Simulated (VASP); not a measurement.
# BN (R3m) in VASP: further runs

The runs below take BN through single point, with PBE0, PBEsol.

Everything below comes from runs of VASP 6.6.1. Logs are shortened: lines on timing, memory, paths and dates and some standing lists are left out, and cuts for length are marked.

## 1. The cell of the first run

Symmetry: R3m, No. 160, trigonal system. Conventional cell: a = 2.519 Å, b = 2.519 Å, c = 10.186 Å, α = 90.00°, β = 90.00°, γ = 120.00°. Within 1.9 Å of N (site symmetry 3m) lie 3 B at 1.45 Å. B (site symmetry 3m) has 3 N at 1.45 Å within 1.9 Å.

## 2. Single point, PBE0

Contents of POSCAR:

```
BN
1.0
    1.2594075994      0.7271193165      3.3952723682
   -1.2594075994      0.7271193165      3.3952723682
    0.0000000000     -1.4542386330      3.3952723682
N B
1 1
Direct
    0.6672382000      0.6672382000      0.6672382000
    0.0003288000      0.0003288000      0.0003288000
```

Contents of INCAR.step1:

```
SYSTEM = BN
PREC = Accurate
ENCUT = 520
EDIFF = 1E-5
ISMEAR = -1
SIGMA = 0.05
LREAL = .False.
LASPH = .True.
NELM = 100
ALGO = Normal
ISIF = 2
LWAVE = .True.
LCHARG = .False.
GGA = PE
NBANDS = 11
```

Contents of INCAR.step2:

```
SYSTEM = BN
PREC = Accurate
ENCUT = 520
EDIFF = 1E-7
ISMEAR = -1
SIGMA = 0.05
LREAL = .False.
LASPH = .True.
NELM = 100
ALGO = Normal
ISIF = 2
LWAVE = .False.
LCHARG = .False.
GGA = PE
LHFCALC = .True.
AEXX = 0.25
PRECFOCK = Normal
ISTART = 1
NBANDS = 11
```

Contents of KPOINTS:

```
Automatic mesh
0
Gamma
  6 6 6
  0 0 0
```

Potentials or basis: VASP PAW PBE potentials, release 64 (N, B).

Run with:

```sh
> cat potpaw_PBE.64/N/POTCAR potpaw_PBE.64/B/POTCAR > POTCAR
> cp INCAR.step1 INCAR
> mpirun -np 1 vasp_std > vasp.out
> cp INCAR.step2 INCAR
> mpirun -np 1 vasp_std > vasp.out
```

OUTCAR:

```text
SYSTEM = BN
   PREC = Accurate
   ENCUT = 520
   EDIFF = 1E-7
   ISMEAR = -1
   LREAL = .False.
   LASPH = .True.
   NELM = 100
   ISIF = 2
   GGA = PE
   LHFCALC = .True.
   AEXX = 0.25
   PRECFOCK = Normal
   ISTART = 1

 ion  position               nearest neighbor table
   1  0.667  0.667  0.667-   2 1.45   2 1.45   2 1.45
   2  0.000  0.000  0.000-   1 1.45   1 1.45   1 1.45

  LATTYP: Found a trigonal (rhomboedric) cell.
 ALAT       =     3.6936004733
 COS(alpha) =     0.7674786797

  Lattice vectors:

 A1 = (   1.2594075994,   0.7271193165,   3.3952723682)
 A2 = (  -1.2594075994,   0.7271193165,   3.3952723682)
 A3 = (   0.0000000000,  -1.4542386330,   3.3952723682)

Analysis of symmetry for initial positions (statically):
=====================================================================
 Subroutine PRICEL returns:
 Original cell was already a primitive cell.

 Routine SETGRP: Setting up the symmetry group for a
 trigonal (rhombohedral) supercell.

 Subroutine GETGRP returns: Found  6 space group operations
 (whereof  6 operations were pure point group operations)
 out of a pool of 12 trial point group operations.

The static configuration has the point symmetry C_3v.

Analysis of symmetry for dynamics (positions and initial velocities):
=====================================================================
 Subroutine PRICEL returns:
 Original cell was already a primitive cell.

 Routine SETGRP: Setting up the symmetry group for a
 trigonal (rhombohedral) supercell.

 Subroutine GETGRP returns: Found  6 space group operations
 (whereof  6 operations were pure point group operations)
 out of a pool of 12 trial point group operations.

The dynamic configuration has the point symmetry C_3v.

 Subroutine INISYM returns: Found  6 space group operations
 (whereof  6 operations are pure point group operations),
 and found     1 'primitive' translations

----------------------------------------------------------------------------------------

                                     Primitive cell

  volume of cell :      18.6551

  direct lattice vectors                    reciprocal lattice vectors
     1.259407599  0.727119316  3.395272368     0.397012056  0.229215017  0.098175727
    -1.259407599  0.727119316  3.395272368    -0.397012056  0.229215017  0.098175727
     0.000000000 -1.454238633  3.395272368     0.000000000 -0.458430034  0.098175727

  length of vectors
     3.693600473  3.693600473  3.693600473     0.468824669  0.468824669  0.468824669

  position of ions in fractional coordinates (direct lattice)
     0.667238200  0.667238200  0.667238200
     0.000328800  0.000328800  0.000328800

  ion indices of the primitive-cell ions
   primitive index   ion index
                 1           1
                 2           2

----------------------------------------------------------------------------------------

 KPOINTS: Automatic mesh

Automatic generation of k-mesh.
 Grid dimensions read from file:
 generate k-points for:    6    6    6

 Generating k-lattice:

  Cartesian coordinates                     Fractional coordinates (reciprocal lattice)
     0.066168676  0.038202503  0.016362621     0.166666667  0.000000000 -0.000000000
    -0.066168676  0.038202503  0.016362621     0.000000000  0.166666667 -0.000000000
     0.000000000 -0.076405006  0.016362621    -0.000000000 -0.000000000  0.166666667

  Length of vectors
     0.078137445  0.078137445  0.078137445

  Shift w.r.t. Gamma in fractional coordinates (k-lattice)
     0.000000000  0.000000000  0.000000000

 Subroutine IBZKPT returns following result:
 ===========================================

 Found     32 irreducible k-points:

 Following reciprocal coordinates:
            Coordinates               Weight
  0.000000  0.000000  0.000000      1.000000
  0.166667  0.000000  0.000000      6.000000
  0.333333  0.000000  0.000000      6.000000
  0.500000  0.000000  0.000000      3.000000
  0.166667  0.166667  0.000000      6.000000
  0.333333  0.166667  0.000000     12.000000
[... 16 lines left out ...]
  0.500000  0.500000  0.166667      6.000000
 -0.333333  0.500000  0.166667     12.000000
 [... further k-points ...]
   k-points           NKPTS =     32   k-points in BZ     NKDIM =    216   number of bands    NBANDS=     11
   number of dos      NEDOS =    301   number of ions     NIONS =      2
   total plane-waves  NPLWV =  21952
   dimension x,y,z NGX =    28 NGY =   28 NGZ =   28
   dimension x,y,z NGXF=    56 NGYF=   56 NGZF=   56
   ions per type =               1   1
   NGX,Y,Z   is equivalent  to a cutoff of  12.60, 12.60, 12.60 a.u.
   NGXF,Y,Z  is equivalent  to a cutoff of  25.21, 25.21, 25.21 a.u.
 SYSTEM =  BN
   PREC   = accura    normal or accurate (medium, high low for compatibility)
   ISTART =      1    job   : 0-new  1-cont  2-samecut
   ICHARG =      0    charge: 1-file 2-atom 10-const
   ISPIN  =      1    spin polarized calculation?
   LNONCOLLINEAR =      F non collinear calculations
   LSORBIT =      F    spin-orbit coupling
   LASPH  =      T    aspherical Exc in radial PAW
   ENCUT  =  520.0 eV  38.22 Ry    6.18 a.u.   6.87  6.87  6.87*2*pi/ulx,y,z
   NELM   =    100;   NELMIN=  2; NELMDL=  0     # of ELM steps
   EDIFF  = 0.1E-06   stopping-criterion for ELM
   LREAL  =      F    real-space projection
   EDIFFG = 0.1E-05   stopping-criterion for IOM
   NSW    =      0    number of steps for IOM
   IBRION =     -1    ionic relax: 0-MD 1-quasi-New 2-CG
   NFREE  =      0    steps in history (QN), initial steepest desc. (CG)
   ISIF   =      2    stress and relaxation
   ISYM   =      3    0-nonsym 1-usesym 2-fastsym
   POTIM  = 0.5000    time-step for ionic-motion
   TEBEG  =    0.0;   TEEND  =   0.0 temperature during run
   PSTRESS=    0.0 pullay stress
   NELECT =       8.0000    total number of electrons
   NUPDOWN=      -1.0000    fix difference up-down
   EMIN   =  10.00;   EMAX   =-10.00  energy-range for DOS
   EFERMI =   0.00;   METHOD = LEGACY
   ISMEAR =    -1;   SIGMA  =   0.05  broadening in eV -4-tet -1-fermi 0-gaus
   EFERMI_NEDOS =   21; number of points for ismear=-14 and -15
   IALGO  =     38    algorithm
   IMIX   =      1    mixing-type and parameters
     AMIX     =   0.40;   BMIX     =  1.00
     AMIX_MAG =   1.60;   BMIX_MAG =  1.00
  volume/ion in A,a.u.               =       9.33        62.95
  Fermi-wavevector in a.u.,A,eV,Ry     =   1.234541  2.332944 20.736526  1.524092
  Thomas-Fermi vector in A             =   2.369227
   LORBIT       =      0    0 simple, 1 ext, 2 COOP (PROOUT), +10 PAW based schemes
   GGA     = PE    functional components
   LHFCALC =     T    Hartree Fock is set to
   PRECFOCK=normal    Normal, Fast or Accurate (Low or Medium for compatibility)
   ENCUT4O =  -1.0   cutoff for four orbital integrals eV
   NKREDX  =     1    reduce k-point grid by
   NKREDY  =     1    reduce k-point grid by
   NKREDZ  =     1    reduce k-point grid by
   AEXX    =    0.2500 exact exchange contribution
   HFSCREEN=    0.0000 screening length (either q_TF or 0.3 A-1)
   HFSCREENC=   0.0000 screening length for correlation (either q_TF or 0.3 A-1)
   ENCUTFOCK=  -1.0 apply spherical cutoff to Coloumb kernel
   IVDW    =     0    specifies the selected vdW correction
   LEPSILON=     F    determine dielectric tensor
   LRPA    =     F    only Hartree local field effects (RPA)
 non-spin polarized calculation
  energy-cutoff  :      520.00
  volume of cell :       18.66
 maximum number of plane-waves:       517
  NGX = 24; NGY = 24; NGZ = 24

 number of electron       8.0000000 magnetization

 Free energy of the ion-electron system (eV)
  ---------------------------------------------------
  ext. energy  EPLUGINS =         0.00000000
  ---------------------------------------------------
  free energy    TOTEN  =       -21.34371083 eV

  energy without entropy =      -21.34371083  energy(sigma->0) =      -21.34371083

 E-fermi :   1.9880     XC(G=0):  -7.7977

 val. band max:        0.7939541873   @ k =  -0.3333   0.3333   0.0000
 cond. band min:       7.0900968972   @ k =   0.5000   0.5000   0.0000
 fundamental gap:      6.2961427099
 Fermi energy:         1.9880211088

 k-point     1 :       0.0000    0.0000    0.0000
  band No.  band energies     occupation
      1     -18.6805      2.00000
      2      -3.7318      2.00000
      3      -0.7642      2.00000
      4      -0.7642      2.00000
      5       7.8210      0.00000
      6      14.8519      0.00000
      7      14.8519      0.00000
      8      16.7299      0.00000
      9      17.7949      0.00000
     10      28.9712      0.00000
     11      31.0398      0.00000

 k-point     2 :       0.1667    0.0000    0.0000
  band No.  band energies     occupation
      1     -18.0995      2.00000
      2      -3.1019      2.00000
      3      -2.8905      2.00000
      4      -1.6969      2.00000
      5       8.8777      0.00000
      6      14.5369      0.00000
      7      14.8430      0.00000
      8      17.1664      0.00000
      9      19.4004      0.00000
     10      26.2100      0.00000
     11      28.4927      0.00000

 k-point     3 :       0.3333    0.0000    0.0000
  band No.  band energies     occupation
      1     -16.5430      2.00000
      2      -6.7981      2.00000
      3      -3.1393      2.00000
      4      -1.3048      2.00000
      5      10.3006      0.00000
      6      11.8916      0.00000
      7      14.4598      0.00000
      8      20.4902      0.00000
      9      22.2694      0.00000
     10      23.3746      0.00000
     11      25.6862      0.00000

 k-point     4 :       0.5000    0.0000    0.0000
  band No.  band energies     occupation
      1     -15.2941      2.00000
      2      -8.9895      2.00000
      3      -3.7306      2.00000
      4       0.1507      2.00000
      5       8.2000      0.00000
      6      12.8743      0.00000
      7      15.9833      0.00000
      8      17.9270      0.00000
      9      23.0825      0.00000
     10      24.7291      0.00000
     11      25.7506      0.00000

 k-point     5 :       0.1667    0.1667    0.0000
  band No.  band energies     occupation
      1     -18.0789      2.00000
      2      -3.3112      2.00000
      3      -2.8642      2.00000
      4      -1.7153      2.00000
      5       9.2498      0.00000
      6      14.3379      0.00000
      7      14.9644      0.00000
      8      17.1544      0.00000
      9      19.4387      0.00000
     10      25.8119      0.00000
     11      29.8512      0.00000
[... 211 lines left out ...]
 k-point    21 :      -0.3333    0.3333    0.1667
  band No.  band energies     occupation
      1     -15.3179      2.00000
      2      -8.0473      2.00000
      3      -5.0336      2.00000
      4      -0.6909      2.00000
      5       8.6386      0.00000
      6      15.1461      0.00000
      7      16.8625      0.00000
      8      18.1441      0.00000
      9      22.3747      0.00000
     10      23.2848      0.00000
     11      26.1019      0.00000

 k-point    22 :      -0.1667    0.3333    0.1667
  band No.  band energies     occupation
      1     -15.3948      2.00000
      2      -8.0035      2.00000
      3      -5.0392      2.00000
      4       0.0339      2.00000
      5       8.3198      0.00000
      6      13.6377      0.00000
      7      16.1264      0.00000
      8      18.3462      0.00000
      9      21.4912      0.00000
     10      25.2505      0.00000
     11      26.4650      0.00000

 k-point    23 :       0.5000    0.5000    0.1667
  band No.  band energies     occupation
      1     -16.3971      2.00000
      2      -6.7316      2.00000
      3      -3.1913      2.00000
      4      -2.5639      2.00000
      5       9.8626      0.00000
      6      13.2239      0.00000
      7      16.8451      0.00000
      8      20.7977      0.00000
      9      22.1380      0.00000
     10      23.4007      0.00000
     11      28.6442      0.00000

 k-point    24 :      -0.3333    0.5000    0.1667
  band No.  band energies     occupation
      1     -15.3007      2.00000
      2      -7.9966      2.00000
      3      -5.0689      2.00000
      4      -0.8232      2.00000
      5       8.2734      0.00000
      6      15.1054      0.00000
      7      16.8682      0.00000
      8      19.3976      0.00000
      9      22.6335      0.00000
     10      24.2650      0.00000
     11      25.8648      0.00000

 [... further k-points ...]
[... 5 lines left out ...]
  --------------------------------------------------------------------------------------
  -------------------------------------------------------------------------------------
  Total       -1.1232293     -1.1232293      0.1627710      0.0000000      0.0000000      0.0000000
  in kB      -96.4675228    -96.4675228     13.9794361      0.0000000      0.0000000      0.0000000
  external PRESSURE =     -59.6518699 kB  Pullay stress =       0.0000000 kB

 VOLUME and BASIS-vectors are now :
 -----------------------------------------------------------------------------
  energy-cutoff  :      520.00
  volume of cell :       18.66
      direct lattice vectors                 reciprocal lattice vectors
     1.259407599  0.727119316  3.395272368     0.397012056  0.229215017  0.098175727
    -1.259407599  0.727119316  3.395272368    -0.397012056  0.229215017  0.098175727
     0.000000000 -1.454238633  3.395272368     0.000000000 -0.458430034  0.098175727

 POSITION                                       TOTAL-FORCE (eV/Angst)
 -----------------------------------------------------------------------------------
      0.00000      0.00000      6.79637         0.000000      0.000000     -0.008190
      0.00000      0.00000      0.00335         0.000000     -0.000000      0.008190
 -----------------------------------------------------------------------------------
    total drift:                                0.000000      0.000000      0.000018

  FREE ENERGIE OF THE ION-ELECTRON SYSTEM (eV)
  ---------------------------------------------------
  free  energy   TOTEN  =       -21.3437108314 eV

  energy  without entropy=      -21.3437108314  energy(sigma->0) =      -21.34371083
```

It took 16 min on 1 thread of AMD EPYC 9R14 (Zen 4), shared host; peak memory 0.12 GiB.

What came out:

```
Free energy            : -21.3437 eV
Pressure               : -6.0 GPa
Largest force          : 0.008 eV/Å
Band gap on the k mesh : 6.30 eV, indirect (least direct gap 6.82 eV)
```

Forces on the atoms (eV/Å):
```
N    0.000  0.000 -0.008
B    0.000  0.000  0.008
```

Levels at points of the mesh, in eV from the valence-band top:
| k point | band 1 | band 2 | band 3 | band 4 | band 5 | band 6 | band 7 | band 8 |
| --- | --- | --- | --- | --- | --- | --- | --- | --- |
| (0.00, 0.00, 0.00) | -19.47 | -4.53 | -1.56 | -1.56 | 7.03 | 14.06 | 14.06 | 15.94 |
| (0.50, 0.00, 0.00) | -16.09 | -9.78 | -4.52 | -0.64 | 7.41 | 12.08 | 15.19 | 17.13 |
| (0.50, 0.50, 0.00) | -16.02 | -9.66 | -4.58 | -1.25 | 6.30 | 12.06 | 16.48 | 19.84 |
| (0.50, 0.50, 0.50) | -19.21 | -6.61 | -1.58 | -1.58 | 12.42 | 13.98 | 13.98 | 14.49 |

Caveat: the k points lie up to 0.49 Å⁻¹ apart; the PAW data sets were made with another functional, which shifts forces and pressure a little. A k mesh can miss the band edges.

## 3. Single point, PBE0

This run uses another cell than the first one, of 8.78 Å³/atom, 0.941 times its volume.

Contents of POSCAR:

```
BN
1.0
    1.2342126593      0.7125730110      3.3273486205
   -1.2342126593      0.7125730110      3.3273486205
    0.0000000000     -1.4251460221      3.3273486205
N B
1 1
Direct
    0.6672382000      0.6672382000      0.6672382000
    0.0003288000      0.0003288000      0.0003288000
```

Contents of INCAR.step1:

```
ALGO = Normal
EDIFF = 1E-5
ENCUT = 520
GGA = PE
ISIF = 2
ISMEAR = -1
LASPH = T
LCHARG = F
LREAL = F
LWAVE = T
NBANDS = 11
NELM = 100
PREC = Accurate
SIGMA = 0.05
```

Contents of INCAR.step2:

```
AEXX = 0.25
ALGO = Normal
EDIFF = 1E-6
ENCUT = 520
GGA = PE
ISIF = 2
ISMEAR = -1
ISTART = 1
LASPH = T
LCHARG = F
LHFCALC = T
LREAL = F
LWAVE = F
NBANDS = 11
NELM = 100
PREC = Accurate
PRECFOCK = Normal
SIGMA = 0.05
```

Contents of KPOINTS:

```
k-points
0
Gamma
  8 8 8
```

Potentials or basis: VASP PAW PBE potentials, release 64 (N, B).

Run with:

```sh
> cat potpaw_PBE.64/N/POTCAR potpaw_PBE.64/B/POTCAR > POTCAR
> cp INCAR.step1 INCAR
> mpirun -np 1 vasp_std > vasp.out
> cp INCAR.step2 INCAR
> mpirun -np 1 vasp_std > vasp.out
```

It took 32 min on 1 thread of Intel Xeon 6975P-C (Granite Rapids), shared host; peak memory 0.18 GiB.

It converged, with:

| Quantity | Value |
| --- | --- |
| Free energy | -21.3266 eV |
| Pressure | 9.5 GPa |
| Largest force | 0.004 eV/Å |
| Band gap on the k mesh | 6.36 eV, indirect (least direct gap 7.20 eV) |

Forces on the atoms (eV/Å):
```
N    0.000  0.000 -0.004
B    0.000  0.000  0.004
```

Stress tensor (GPa, compression positive):
```
13.27  0.00  0.00
 0.00 13.27  0.00
 0.00  0.00  1.98
```

Levels at points of the mesh, in eV from the valence-band top:
```
           k point  band 1  band 2  band 3  band 4  band 5  band 6  band 7  band 8
(0.00, 0.00, 0.00)  -19.89   -4.77   -1.49   -1.49    7.14   14.58   14.58   16.73
(0.50, 0.00, 0.00)  -16.29  -10.07   -4.64   -0.67    7.57   12.73   15.61   17.59
(0.50, 0.50, 0.00)  -16.21   -9.93   -4.70   -1.34    6.36   12.71   16.98   20.49
(0.50, 0.50, 0.50)  -19.59   -7.02   -1.52   -1.52   12.87   14.50   14.50   15.65
```

Caveat: the PAW data sets were made with another functional, which shifts forces and pressure a little.

[end of part 1 of 2]
